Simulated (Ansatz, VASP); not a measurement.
Two plane-wave programs on Na

```
Na
1.0
    -2.08820    2.08820    2.08820
     2.08820   -2.08820    2.08820
     2.08820    2.08820   -2.08820
Na
1
Cartesian
  0.0000 0.0000 0.0000
```

Alike in both runs: functional PBEsol; k mesh 14 × 14 × 14; occupations gaussian, width 0.1 eV; no spin polarisation.

Ansatz relaxed the structure, and its values are those at the end. VASP's run is a single point on that final structure, the one shown.

|  | VASP | Ansatz |
| --- | --- | --- |
| version | VASP 6.6.1 | Ansatz 0.2.0 |
| potentials or method | VASP PAW PBE potentials, release 64 (Na_pv), cutoff 520 eV | scalar-relativistic, plane waves, PAW |
| valence electrons in the cell | 7 | 9 |

Ansatz gave:

```
gap on the k mesh at the Fermi level (eV) : none
pressure (GPa)                            : 0.0
```

Problem. What did VASP give for the same quantities?

Solution. gap on the k mesh at the Fermi level (eV): none; pressure (GPa): -0.1.

VASP's potentials were made for PBE, not for PBEsol. A gap of «none» marks a metal or a gap that the smearing closes. VASP's potentials hold 7 valence electrons a cell and Ansatz's 9, so a difference there can come from the potentials and not from the codes.
